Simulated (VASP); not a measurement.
# Os (Fm-3m) in VASP: further runs, part 2 of 2

VASP 6.6.1. The steps go on from the part before.

### 4 Single point, r2SCAN+U (volume scaled by 0.88)

The input, POSCAR:

```
Os
1.0
    0.0000000000      1.8638623244      1.8638623244
    1.8638623244      0.0000000000      1.8638623244
    1.8638623244      1.8638623244      0.0000000000
Os
1
Direct
    0.0000000000      0.0000000000      0.0000000000
```

The input, INCAR.step1:

```
SYSTEM = Os
PREC = Accurate
ENCUT = 520
ISMEAR = -1
SIGMA = 0.05
LREAL = .FALSE.
LASPH = .TRUE.
NELM = 150
LMAXMIX = 4
LDAU = .TRUE.
LDAUTYPE = 2
LDAUL = 2
LDAUU = 3.5
LDAUJ = 0
NBANDS = 10
GGA = PE
ALGO = Normal
EDIFF = 1E-4
LWAVE = .TRUE.
LCHARG = .FALSE.
```

The input, INCAR.step2:

```
SYSTEM = Os
PREC = Accurate
ENCUT = 520
EDIFF = 1E-6
ISMEAR = -1
SIGMA = 0.05
LREAL = .FALSE.
LASPH = .TRUE.
NELM = 150
ALGO = Normal
ISIF = 2
LWAVE = .FALSE.
LCHARG = .FALSE.
LMAXMIX = 4
LDAU = .TRUE.
LDAUTYPE = 2
LDAUL = 2
LDAUU = 3.5
LDAUJ = 0
LDAUPRINT = 1
METAGGA = R2SCAN
LMIXTAU = .TRUE.
NBANDS = 10
ISTART = 1
```

The input, KPOINTS:

```
Automatic mesh
0
G
  12 12 12
  0 0 0
```

Potentials or basis: VASP PAW PBE potentials, release 64 (Os).

Run with:

```
$ cat potpaw_PBE.64/Os/POTCAR > POTCAR
$ cp INCAR.step1 INCAR
$ mpirun -np 1 vasp_std > vasp.out
$ cp INCAR.step2 INCAR
$ mpirun -np 1 vasp_std > vasp.out
```

OUTCAR:

```text
SYSTEM = Os
   PREC = Accurate
   ENCUT = 520
   EDIFF = 1E-6
   ISMEAR = -1
   LREAL = .FALSE.
   LASPH = .TRUE.
   NELM = 150
   ISIF = 2
   METAGGA = R2SCAN
   ISTART = 1

 ion  position               nearest neighbor table
   1  0.000  0.000  0.000-

  LATTYP: Found a face centered cubic cell.
 ALAT       =     3.7277246488

  Lattice vectors:

 A1 = (   0.0000000000,   1.8638623244,   1.8638623244)
 A2 = (   1.8638623244,   0.0000000000,   1.8638623244)
 A3 = (   1.8638623244,   1.8638623244,   0.0000000000)

Analysis of symmetry for initial positions (statically):
=====================================================================
 Subroutine PRICEL returns:
 Original cell was already a primitive cell.

 Routine SETGRP: Setting up the symmetry group for a
 face centered cubic supercell.

 Subroutine GETGRP returns: Found 48 space group operations
 (whereof 48 operations were pure point group operations)
 out of a pool of 48 trial point group operations.

The static configuration has the point symmetry O_h .

Analysis of symmetry for dynamics (positions and initial velocities):
=====================================================================
 Subroutine PRICEL returns:
 Original cell was already a primitive cell.

 Routine SETGRP: Setting up the symmetry group for a
 face centered cubic supercell.

 Subroutine GETGRP returns: Found 48 space group operations
 (whereof 48 operations were pure point group operations)
 out of a pool of 48 trial point group operations.

The dynamic configuration has the point symmetry O_h .

 Subroutine INISYM returns: Found 48 space group operations
[... 163 lines left out ...]
  o =  0.6457  v =  0.0375 -0.9990  0.0000 -0.0256  0.0000  0.0000  0.0000  0.0000  0.0000  0.0000      0.0000  0.0000  0.0000  0.0000  0.0000  0.0000  0.0000  0.0000  0.0000  0.0000
  o =  0.6955  v = -0.0000 -0.0000 -0.9999  0.0000 -0.0172  0.0000  0.0000  0.0000  0.0000  0.0000      0.0000  0.0000  0.0000  0.0000  0.0000  0.0000  0.0000  0.0000  0.0000  0.0000
  o =  0.6955  v =  0.0000  0.0000  0.0000  0.0000  0.0000 -0.0000 -0.0000 -0.9999  0.0000 -0.0172      0.0000  0.0000  0.0000  0.0000  0.0000  0.0000  0.0000  0.0000  0.0000  0.0000
  o =  0.6955  v =  0.0000  0.0000  0.0000  0.0000  0.0000  0.0000 -0.0000  0.0172 -0.0000 -0.9999      0.0000  0.0000  0.0000  0.0000  0.0000  0.0000  0.0000  0.0000  0.0000  0.0000
  o =  0.6955  v =  0.0000 -0.0000  0.0172 -0.0000 -0.9999  0.0000  0.0000  0.0000  0.0000  0.0000      0.0000  0.0000  0.0000  0.0000  0.0000  0.0000  0.0000  0.0000  0.0000  0.0000

 number of electron       8.0000001 magnetization

 Free energy of the ion-electron system (eV)
  ---------------------------------------------------
  ext. energy  EPLUGINS =         0.00000000
  ---------------------------------------------------
  free energy    TOTEN  =       -48.73066987 eV

  energy without entropy =      -48.72737306  energy(sigma->0) =      -48.72902146

 E-fermi :   9.8452     XC(G=0): -15.8696

 val. band max:        9.7820258722   @ k =  -0.3333   0.4167   0.0833
 cond. band min:       9.8578562046   @ k =  -0.4167   0.3333   0.0000
 fundamental gap:      0.0758303324
 Fermi energy:         9.8451691992

 k-point     1 :       0.0000    0.0000    0.0000
  band No.  band energies     occupation
      1      -1.7131      2.00000
      2       6.3637      2.00000
      3       6.3637      2.00000
      4       6.3637      2.00000
      5       9.7573      1.70572
      6       9.7573      1.70572
      7      25.1864      0.00000
      8      31.8377      0.00000
      9      31.8378      0.00000
     10      31.8378      0.00000
[... 287 lines left out ...]
 k-point    24 :      -0.4167    0.1667    0.0000
  band No.  band energies     occupation
      1       2.3206      2.00000
      2       4.9825      2.00000
      3       7.1094      2.00000
      4       7.5854      2.00000
      5      12.1284      0.00000
      6      15.9749      0.00000
      7      20.4076      0.00000
      8      27.2231      0.00000
      9      30.6410      0.00000
     10      32.8871      0.00000

 [... further k-points ...]

------------------------ aborting loop because EDIFF is reached ----------------------------------------

  FORCE on cell =-STRESS in cart. coord.  units (eV):
  Direction    XX          YY          ZZ          XY          YZ          ZX
  --------------------------------------------------------------------------------------
  -------------------------------------------------------------------------------------
  Total        2.2721113      2.2721113      2.2721113      0.0000000     -0.0000000      0.0000000
  in kB      281.1050866    281.1050866    281.1050866      0.0000000     -0.0000000      0.0000000
  external PRESSURE =     281.1050866 kB  Pullay stress =       0.0000000 kB

 VOLUME and BASIS-vectors are now :
 -----------------------------------------------------------------------------
  energy-cutoff  :      520.00
  volume of cell :       12.95
      direct lattice vectors                 reciprocal lattice vectors
     0.000000000  1.863862324  1.863862324    -0.268260157  0.268260157  0.268260157
     1.863862324  0.000000000  1.863862324     0.268260157 -0.268260157  0.268260157
     1.863862324  1.863862324  0.000000000     0.268260157  0.268260157 -0.268260157

 POSITION                                       TOTAL-FORCE (eV/Angst)
 -----------------------------------------------------------------------------------
      0.00000      0.00000      0.00000         0.000000      0.000000      0.000000
 -----------------------------------------------------------------------------------
    total drift:                               -0.000000      0.000000      0.000000

  FREE ENERGIE OF THE ION-ELECTRON SYSTEM (eV)
  ---------------------------------------------------
  free  energy   TOTEN  =       -48.7306698677 eV

  energy  without entropy=      -48.7273730577  energy(sigma->0) =      -48.72902146
```

OUTCAR.step1:

```text
SYSTEM = Os
   PREC = Accurate
   ENCUT = 520
   ISMEAR = -1
   LREAL = .FALSE.
   LASPH = .TRUE.
[... 532 lines left out ...]
 -----------------------------------------------------------------------------------
      0.00000      0.00000      0.00000         0.000000      0.000000      0.000000
 -----------------------------------------------------------------------------------
    total drift:                                0.000000      0.000000     -0.000000

  FREE ENERGIE OF THE ION-ELECTRON SYSTEM (eV)
  ---------------------------------------------------
  free  energy   TOTEN  =        -6.9138081645 eV

  energy  without entropy=       -6.9104404500  energy(sigma->0) =       -6.91212431
```

OSZICAR.step1:

```text
N       E                     dE             d eps       ncg     rms          rms(c)
DAV:   1     0.420451632599E+02    0.42045E+02   -0.43137E+03  1464   0.755E+02
DAV:   2    -0.630775581630E+01   -0.48353E+02   -0.45434E+02  1504   0.203E+02
DAV:   3    -0.742064440444E+01   -0.11129E+01   -0.11105E+01  1698   0.296E+01
DAV:   4    -0.742288748274E+01   -0.22431E-02   -0.22429E-02  1536   0.150E+00
DAV:   5    -0.742289426657E+01   -0.67838E-05   -0.67847E-05  1630   0.741E-02    0.252E+01
DAV:   6    -0.702503889497E+01    0.39786E+00   -0.38793E-01  1714   0.434E+00    0.134E+01
DAV:   7    -0.690673306225E+01    0.11831E+00   -0.44743E-01  1614   0.431E+00    0.171E+00
DAV:   8    -0.691238470986E+01   -0.56516E-02   -0.22911E-02  1484   0.221E+00    0.148E+00
DAV:   9    -0.691449066434E+01   -0.21060E-02   -0.19412E-02  1458   0.198E+00    0.651E-01
DAV:  10    -0.691380371266E+01    0.68695E-03   -0.52967E-03  1494   0.838E-01    0.611E-02
DAV:  11    -0.691380816447E+01   -0.44518E-05   -0.18371E-05   738   0.384E-02
   1 F= -.69138082E+01 E0= -.69121243E+01  d E =-.336771E-02
```

It took 25 s on 1 thread of Intel Xeon Platinum 8488C (Sapphire Rapids), shared host; peak memory 0.13 GiB.

What came out:

* Free energy: -48.7307 eV
* Pressure: 28.1 GPa
* Band gap on the k mesh: zero (band 4 reaches 13.00 eV, above the bottom of band 5 at 8.05 eV)

Eigenvalues of the final occupation matrices:
```tsv
site	spin	trace	eigenvalues
site 1 d	1	3.33	0.65 0.65 0.65 0.70 0.70
site 1 d	2	3.33	0.65 0.65 0.65 0.70 0.70
```

Caveat: the PAW data sets were made with another functional, which shifts forces and pressure a little; spin-orbit coupling is left out, which moves the levels of the heavy elements; U without spin polarisation on a metal has little footing; the U is typed as a test and isn't derived for this compound.

### 5 Single point, PBE

The input, INCAR:

```
SYSTEM = Os
PREC = Accurate ; ENCUT = 520
EDIFF = 1E-7 ; ISMEAR = 0
SIGMA = 0.02 ; LREAL = .False.
LASPH = .True. ; NELM = 60
ALGO = Fast ; ISIF = 2
LWAVE = .False. ; LCHARG = .False.
GGA = PE ; NBANDS = 10
```

The input, KPOINTS:

```
Automatic mesh
0
Gamma
  12 12 12
  0 0 0
```

The input, POSCAR:

```
Os
1.0
    0.0000000000      1.9450000000      1.9450000000
    1.9450000000      0.0000000000      1.9450000000
    1.9450000000      1.9450000000      0.0000000000
Os
1
Direct
    0.0000000000      0.0000000000      0.0000000000
```

Run with:

```
$ cat potpaw_PBE.64/Os/POTCAR > POTCAR
$ mpirun -np 1 vasp_std > vasp.out
```

It took 11 s on 1 thread of AMD EPYC 7R43 (Zen 3), shared host; peak memory 0.1 GiB.

It converged, with:

| Property | Result |
| --- | --- |
| Free energy | -11.1168 eV |
| Pressure | -10.3 GPa |
| Band gap on the k mesh | zero (band 4 reaches 10.85 eV, above the bottom of band 5 at 7.31 eV) |

Levels at points of the mesh, in eV from the Fermi level:
| k point | band 1 | band 2 | band 3 | band 4 | band 5 | band 6 | band 7 | band 8 |
| --- | --- | --- | --- | --- | --- | --- | --- | --- |
| (0.00, 0.00, 0.00) | -10.47 | -2.88 | -2.88 | -2.88 | -0.06 | -0.06 | 14.18 | 19.71 |
| (0.50, 0.00, 0.00) | -7.34 | -3.02 | -3.02 | -0.29 | 2.18 | 2.18 | 8.29 | 13.71 |
| (0.50, 0.50, 0.00) | -7.18 | -6.50 | 2.13 | 2.16 | 2.81 | 2.81 | 11.40 | 11.86 |

Caveat: spin-orbit coupling is left out, which moves the levels of the heavy elements.

### 6 Single point, PBEsol

The input, INCAR:

```
PREC = Accurate
ENCUT = 520
EDIFF = 1E-6
ISMEAR = 0
SIGMA = 0.02
LREAL = False
LASPH = True
NELM = 60
ALGO = Fast
ISIF = 2
LWAVE = False
LCHARG = False
GGA = PS
NBANDS = 10
```

The input, KPOINTS:

```
regular mesh
0
Gamma
  12 12 12
```

POSCAR is that of step 5.

Potentials or basis: VASP PAW PBE potentials, release 64 (Os).

Run with:

```
$ cat potpaw_PBE.64/Os/POTCAR > POTCAR
$ mpirun -np 1 vasp_std > vasp.out
```

It took 8.1 s on 1 thread of AMD EPYC 7R43 (Zen 3), shared host; peak memory 0.1 GiB.

The run converged. Its results:

- Free energy: -12.0676 eV
- Pressure: -20.5 GPa
- Band gap on the k mesh: zero (band 4 reaches 10.68 eV, above the bottom of band 5 at 7.15 eV)

Levels at points of the mesh, in eV from the Fermi level:
```csv
k point,band 1,band 2,band 3,band 4,band 5,band 6,band 7,band 8
"(0.00, 0.00, 0.00)",-10.51,-2.89,-2.89,-2.89,-0.05,-0.05,14.20,19.71
"(0.50, 0.00, 0.00)",-7.37,-3.02,-3.02,-0.32,2.19,2.19,8.27,13.72
"(0.50, 0.50, 0.00)",-7.20,-6.51,2.14,2.15,2.82,2.82,11.36,11.84
```

Caveat: the PAW data sets were made with another functional, which shifts forces and pressure a little; spin-orbit coupling is left out, which moves the levels of the heavy elements.

### 7 Overview

```csv
level,U,cell,smearing,gap on the mesh (eV),pressure (GPa)
PBE,-,"a = 2.751 Å, angles 60.0°, 1 atom",fermi-dirac 0.05 eV,none,-10.3
PBEsol,-,"a = 2.751 Å, angles 60.0°, 1 atom",gaussian 0.02 eV,none,-20.5
r2SCAN+U,Os d U = 3.5 eV,"a = 2.636 Å, angles 60.0°, 1 atom",fermi-dirac 0.05 eV,none,28.1
PBE,-,"a = 2.751 Å, angles 60.0°, 1 atom",gaussian 0.02 eV,none,-10.3
```

Alike in all rows: task single point; potentials or basis VASP PAW PBE potentials, release 64 (Os); no spin polarisation; k mesh 12 × 12 × 12; cutoff (eV) 520.

Every run on the cell as given and a fine mesh finds a metal. The pressure there spans -20.5 GPa (PBEsol) to -10.3 GPa (PBE); a positive pressure means that this level wants a larger cell, a negative one a smaller.

Caveats: spin-orbit coupling is left out, which moves the levels of the heavy elements; the PAW data sets were made with another functional, which shifts forces and pressure a little (some runs); U without spin polarisation on a metal has little footing (some runs); the U is typed as a test and isn't derived for this compound (some runs).

Total energies depend on the potentials used, so only differences within one code and one set of settings carry meaning.
